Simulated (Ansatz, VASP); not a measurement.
## AlRu: VASP beside Ansatz

```
Al Ru
1.0
     2.95424    0.00000    0.00000
     0.00000    2.95424    0.00000
     0.00000    0.00000    2.95424
Al Ru
1 1
Direct
  0.00000 0.00000 0.00000
  0.50000 0.50000 0.50000
```

Alike in both runs: task relaxation of cell and atoms; functional LDA; k mesh 14 × 14 × 14; occupations gaussian, width 0.1 eV; no spin polarisation.

|  | VASP | Ansatz |
| --- | --- | --- |
| version | VASP 6.6.1 | Ansatz 0.2.0 |
| potentials or method | VASP PAW LDA potentials, release 64 (Al, Ru_pv), cutoff 600 eV | scalar-relativistic, plane waves, PAW |
| valence electrons in the cell | 17 | 19 |

|  | VASP | Ansatz | Ansatz less VASP |
| --- | --- | --- | --- |
| gap on the k mesh at the Fermi level, each at its own relaxed structure (eV) | none | none | - |
| relaxed volume (Å³/atom) | 12.92 | 12.89 | -0.033 |
| relaxed length of the cell vector where the two differ most in proportion (Å) | 2.956 | 2.954 | -0.0025 |

LDA's correlation is that of Perdew and Zunger in VASP and of Perdew and Wang (1992) in Ansatz. A gap of «none» marks a metal or a gap that the smearing closes. VASP's potentials hold 17 valence electrons a cell and Ansatz's 19, so a difference there can come from the potentials and not from the codes.
